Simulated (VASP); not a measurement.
# AgCl (Fm-3m) in VASP: further runs

The runs below take AgCl through single point, with PBE.

Everything below comes from runs of VASP 6.6.1. Logs are shortened: lines on timing, memory, paths and dates and some standing lists are left out, and cuts for length are marked.

### 1 The cell of the first run

The structure is cubic, space group Fm-3m (No. 225). Conventional cell: a = 5.470 Å, b = 5.470 Å, c = 5.470 Å, α = 90.00°, β = 90.00°, γ = 90.00°. Ag (site symmetry m-3m) has 6 Cl at 2.73 Å within 3.6 Å. Within 3.6 Å of Cl (site symmetry m-3m) lie 6 Ag at 2.73 Å.

### 2 Single point, PBE

The input, INCAR:

```
SYSTEM = AgCl
PREC = Accurate
ENCUT = 500
EDIFF = 1E-6
ISMEAR = 0
SIGMA = 0.01
LREAL = .False.
LASPH = .True.
NELM = 120
ALGO = Normal
ISIF = 2
LWAVE = .False.
LCHARG = .True.
GGA = PE
LELF = .True.
LVHAR = .True.
NBANDS = 16
GGA_COMPAT = .False.
```

The input, KPOINTS:

```
Automatic mesh
0
Gamma
  2 2 2
  0 0 0
```

The input, POSCAR:

```
AgCl
1.0
    0.0000000000      2.7350000000      2.7350000000
    2.7350000000      0.0000000000      2.7350000000
    2.7350000000      2.7350000000      0.0000000000
Ag Cl
1 1
Direct
    0.0000000000      0.0000000000      0.0000000000
    0.5000000000      0.5000000000      0.5000000000
```

Potentials or basis: VASP PAW PBE potentials, release 64 (Ag, Cl).

Started as:

```bash
cat potpaw_PBE.64/Ag/POTCAR potpaw_PBE.64/Cl/POTCAR > POTCAR
mpirun -np 1 vasp_std > vasp.out
```

OUTCAR:

```text
SYSTEM = AgCl
   PREC = Accurate
   ENCUT = 500
   EDIFF = 1E-6
   ISMEAR = 0
   LREAL = .False.
   LASPH = .True.
   NELM = 120
   ISIF = 2
   GGA = PE

 ion  position               nearest neighbor table
   1  0.000  0.000  0.000-   2 2.73   2 2.73   2 2.73   2 2.73   2 2.73   2 2.73
   2  0.500  0.500  0.500-   1 2.73   1 2.73   1 2.73   1 2.73   1 2.73   1 2.73

  LATTYP: Found a face centered cubic cell.
 ALAT       =     5.4700000000

  Lattice vectors:

 A1 = (   0.0000000000,   2.7350000000,   2.7350000000)
 A2 = (   2.7350000000,   0.0000000000,   2.7350000000)
 A3 = (   2.7350000000,   2.7350000000,   0.0000000000)

Analysis of symmetry for initial positions (statically):
=====================================================================
 Subroutine PRICEL returns:
 Original cell was already a primitive cell.

 Routine SETGRP: Setting up the symmetry group for a
 face centered cubic supercell.

 Subroutine GETGRP returns: Found 48 space group operations
 (whereof 48 operations were pure point group operations)
 out of a pool of 48 trial point group operations.

The static configuration has the point symmetry O_h .

Analysis of symmetry for dynamics (positions and initial velocities):
=====================================================================
 Subroutine PRICEL returns:
 Original cell was already a primitive cell.

 Routine SETGRP: Setting up the symmetry group for a
 face centered cubic supercell.

 Subroutine GETGRP returns: Found 48 space group operations
 (whereof 48 operations were pure point group operations)
 out of a pool of 48 trial point group operations.

The dynamic configuration has the point symmetry O_h .

 Subroutine INISYM returns: Found 48 space group operations
 (whereof 48 operations are pure point group operations),
 and found     1 'primitive' translations

----------------------------------------------------------------------------------------

                                     Primitive cell

  volume of cell :      40.9168

  direct lattice vectors                    reciprocal lattice vectors
     0.000000000  2.735000000  2.735000000    -0.182815356  0.182815356  0.182815356
     2.735000000  0.000000000  2.735000000     0.182815356 -0.182815356  0.182815356
     2.735000000  2.735000000  0.000000000     0.182815356  0.182815356 -0.182815356

  length of vectors
     3.867874093  3.867874093  3.867874093     0.316645486  0.316645486  0.316645486

  position of ions in fractional coordinates (direct lattice)
     0.000000000  0.000000000  0.000000000
     0.500000000  0.500000000  0.500000000

  ion indices of the primitive-cell ions
   primitive index   ion index
                 1           1
                 2           2

----------------------------------------------------------------------------------------

 KPOINTS: Automatic mesh

Automatic generation of k-mesh.
 Grid dimensions read from file:
 generate k-points for:    2    2    2

 Generating k-lattice:

  Cartesian coordinates                     Fractional coordinates (reciprocal lattice)
    -0.091407678  0.091407678  0.091407678     0.500000000  0.000000000  0.000000000
     0.091407678 -0.091407678  0.091407678     0.000000000  0.500000000  0.000000000
     0.091407678  0.091407678 -0.091407678     0.000000000  0.000000000  0.500000000

  Length of vectors
     0.158322743  0.158322743  0.158322743

  Shift w.r.t. Gamma in fractional coordinates (k-lattice)
     0.000000000  0.000000000  0.000000000

 Subroutine IBZKPT returns following result:
 ===========================================

 Found      3 irreducible k-points:

 Following reciprocal coordinates:
            Coordinates               Weight
  0.000000  0.000000  0.000000      1.000000
  0.500000  0.000000  0.000000      4.000000
  0.500000  0.500000  0.000000      3.000000
   k-points           NKPTS =      3   k-points in BZ     NKDIM =      3   number of bands    NBANDS=     16
   number of dos      NEDOS =    301   number of ions     NIONS =      2
   total plane-waves  NPLWV =  21952
   dimension x,y,z NGX =    28 NGY =   28 NGZ =   28
   dimension x,y,z NGXF=    56 NGYF=   56 NGZF=   56
   ions per type =               1   1
   NGX,Y,Z   is equivalent  to a cutoff of  12.03, 12.03, 12.03 a.u.
   NGXF,Y,Z  is equivalent  to a cutoff of  24.07, 24.07, 24.07 a.u.
 SYSTEM =  AgCl
   PREC   = accura    normal or accurate (medium, high low for compatibility)
   ISTART =      0    job   : 0-new  1-cont  2-samecut
   ICHARG =      2    charge: 1-file 2-atom 10-const
   ISPIN  =      1    spin polarized calculation?
   LNONCOLLINEAR =      F non collinear calculations
   LSORBIT =      F    spin-orbit coupling
   LASPH  =      T    aspherical Exc in radial PAW
   ENCUT  =  500.0 eV  36.75 Ry    6.06 a.u.   7.05  7.05  7.05*2*pi/ulx,y,z
   NELM   =    120;   NELMIN=  2; NELMDL= -5     # of ELM steps
   EDIFF  = 0.1E-05   stopping-criterion for ELM
   LREAL  =      F    real-space projection
   EDIFFG = 0.1E-04   stopping-criterion for IOM
   NSW    =      0    number of steps for IOM
   IBRION =     -1    ionic relax: 0-MD 1-quasi-New 2-CG
   NFREE  =      0    steps in history (QN), initial steepest desc. (CG)
   ISIF   =      2    stress and relaxation
   ISYM   =      2    0-nonsym 1-usesym 2-fastsym
   POTIM  = 0.5000    time-step for ionic-motion
   TEBEG  =    0.0;   TEEND  =   0.0 temperature during run
   PSTRESS=    0.0 pullay stress
   NELECT =      18.0000    total number of electrons
   NUPDOWN=      -1.0000    fix difference up-down
   EMIN   =  10.00;   EMAX   =-10.00  energy-range for DOS
   EFERMI =   0.00;   METHOD = LEGACY
   ISMEAR =     0;   SIGMA  =   0.01  broadening in eV -4-tet -1-fermi 0-gaus
   EFERMI_NEDOS =   21; number of points for ismear=-14 and -15
   IALGO  =     38    algorithm
   IMIX   =      4    mixing-type and parameters
     AMIX     =   0.40;   BMIX     =  1.00
     AMIX_MAG =   1.60;   BMIX_MAG =  1.00
  volume/ion in A,a.u.               =      20.46       138.06
  Fermi-wavevector in a.u.,A,eV,Ry     =   1.245083  2.352866 21.092186  1.550232
  Thomas-Fermi vector in A             =   2.379321
   LORBIT       =      0    0 simple, 1 ext, 2 COOP (PROOUT), +10 PAW based schemes
   GGA     = PE    functional components
   LHFCALC =     F    Hartree Fock is set to
   AEXX    =    0.0000 exact exchange contribution
   IVDW    =     0    specifies the selected vdW correction
   LEPSILON=     F    determine dielectric tensor
   LRPA    =     F    only Hartree local field effects (RPA)
 non-spin polarized calculation
 Gauss-broadening in eV      SIGMA  =   0.01
  energy-cutoff  :      500.00
  volume of cell :       40.92
 maximum number of plane-waves:      1056
   NGX = 15   NGY = 15   NGZ = 15

 number of electron      18.0000000 magnetization

 Free energy of the ion-electron system (eV)
  ---------------------------------------------------
  ext. energy  EPLUGINS =         0.00000000
  ---------------------------------------------------
  free energy    TOTEN  =        -4.58244652 eV

  energy without entropy =       -4.58244652  energy(sigma->0) =       -4.58244652

 E-fermi :   4.6301     XC(G=0): -10.1021

 val. band max:        4.5652630075   @ k =   0.5000   0.0000   0.0000
 cond. band min:       5.3689270964   @ k =   0.0000   0.0000   0.0000
 fundamental gap:      0.8036640889
 Fermi energy:         4.6301434386

 k-point     1 :       0.0000    0.0000    0.0000
  band No.  band energies     occupation
      1     -10.7362      2.00000
      2       1.7840      2.00000
      3       1.7840      2.00000
      4       1.7840      2.00000
      5       1.8460      2.00000
      6       1.8460      2.00000
      7       2.1732      2.00000
      8       2.1732      2.00000
      9       2.1732      2.00000
     10       5.3689      0.00000
     11      15.3145      0.00000
     12      15.3145      0.00000
     13      15.3145      0.00000
     14      16.7522      0.00000
     15      17.9532      0.00000
     16      17.9532      0.00000

 k-point     2 :       0.5000    0.0000    0.0000
  band No.  band energies     occupation
      1     -10.2141      2.00000
      2      -1.0607      2.00000
      3       0.0913      2.00000
      4       0.0913      2.00000
      5       2.1939      2.00000
      6       2.1939      2.00000
      7       2.5563      2.00000
      8       4.5653      2.00000
      9       4.5653      2.00000
     10       8.5798      0.00000
     11      11.2971      0.00000
     12      12.0285      0.00000
     13      12.0285      0.00000
     14      18.1801      0.00000
     15      18.2220      0.00000
     16      18.2220      0.00000

 k-point     3 :       0.5000    0.5000    0.0000
  band No.  band energies     occupation
      1     -10.2024      2.00000
      2      -0.0479      2.00000
      3       1.3531      2.00000
      4       1.3531      2.00000
      5       1.4214      2.00000
      6       2.0547      2.00000
      7       2.3232      2.00000
      8       2.3232      2.00000
      9       2.4702      2.00000
     10       6.7114      0.00000
     11      12.4275      0.00000
     12      13.3312      0.00000
     13      16.1991      0.00000
     14      16.1991      0.00000
     15      19.7174      0.00000
     16      19.7174      0.00000

------------------------ aborting loop because EDIFF is reached ----------------------------------------

  FORCE on cell =-STRESS in cart. coord.  units (eV):
  Direction    XX          YY          ZZ          XY          YZ          ZX
  --------------------------------------------------------------------------------------
  -------------------------------------------------------------------------------------
  Total        2.6369231      2.6369231      2.6369231      0.0000000      0.0000000     -0.0000000
  in kB      103.2538027    103.2538027    103.2538027      0.0000000      0.0000000     -0.0000000
  external PRESSURE =     103.2538027 kB  Pullay stress =       0.0000000 kB

 VOLUME and BASIS-vectors are now :
 -----------------------------------------------------------------------------
  energy-cutoff  :      500.00
  volume of cell :       40.92
      direct lattice vectors                 reciprocal lattice vectors
     0.000000000  2.735000000  2.735000000    -0.182815356  0.182815356  0.182815356
     2.735000000  0.000000000  2.735000000     0.182815356 -0.182815356  0.182815356
     2.735000000  2.735000000  0.000000000     0.182815356  0.182815356 -0.182815356

 POSITION                                       TOTAL-FORCE (eV/Angst)
 -----------------------------------------------------------------------------------
      0.00000      0.00000      0.00000        -0.000000      0.000000     -0.000000
      2.73500      2.73500      2.73500         0.000000      0.000000      0.000000
 -----------------------------------------------------------------------------------
    total drift:                                0.000000      0.000000      0.000000

  FREE ENERGIE OF THE ION-ELECTRON SYSTEM (eV)
  ---------------------------------------------------
  free  energy   TOTEN  =        -4.5824465222 eV

  energy  without entropy=       -4.5824465222  energy(sigma->0) =       -4.58244652
```

It took 9.6 s on 1 thread of Intel Xeon 8259CL, shared host; peak memory 0.15 GiB.

Results:

```yaml
Free_energy: -4.5824 eV
Pressure: 10.3 GPa
Band_gap_on_the_k_mesh: 0.80 eV (least direct gap 3.20 eV)
```

Caveat: the k points lie up to 0.99 Å⁻¹ apart, too coarse for converged energies, forces and pressures.

### 3 Single point, PBE

The input, INCAR:

```
ALGO     = Normal         # electronic algorithm
EDIFF    = 1E-6           # SCF threshold, eV
ENCUT    = 500            # plane-wave cutoff, eV
GGA      = PE             # functional
GGA_COMPAT= False        
ISIF     = 2              # what is computed and relaxed
ISMEAR   = 0              # smearing method
LASPH    = True           # aspherical terms in the spheres
LCHARG   = False          # write CHGCAR
LREAL    = False          # projectors in reciprocal space
LWAVE    = False          # write WAVECAR
NBANDS   = 16             # bands
NELM     = 120            # most SCF steps
PREC     = Accurate       # precision mode
SIGMA    = 0.01           # smearing width, eV
```

The input, KPOINTS:

```
k-points
0
Gamma
  4 4 4
```

POSCAR is that of step 2.

Potentials or basis: VASP PAW PBE potentials, release 64 (Ag, Cl).

Started as:

```bash
cat potpaw_PBE.64/Ag/POTCAR potpaw_PBE.64/Cl/POTCAR > POTCAR
mpirun -np 1 vasp_std > vasp.out
```

Wall time 13 s (1 thread of Intel Xeon 8259CL, shared host); peak memory 0.15 GiB.

It converged, with:

* Free energy: -5.3513 eV
* Pressure: 4.0 GPa
* Band gap on the k mesh: 0.90 eV (least direct gap 3.39 eV)

Levels at points of the mesh, in eV from the valence-band top:
```
           k point  band 6  band 7  band 8  band 9  band 10  band 11  band 12  band 13
(0.00, 0.00, 0.00)   -2.58   -2.49   -2.49   -2.49     0.90    10.83    10.83    10.83
(0.50, 0.00, 0.00)   -2.21   -1.88    0.00    0.00     4.12     6.77     7.59     7.59
(0.50, 0.50, 0.00)   -2.37   -2.08   -2.08   -1.97     2.31     7.96     8.77    11.72
```

Caveat: the k points lie up to 0.50 Å⁻¹ apart. A k mesh can miss the band edges.
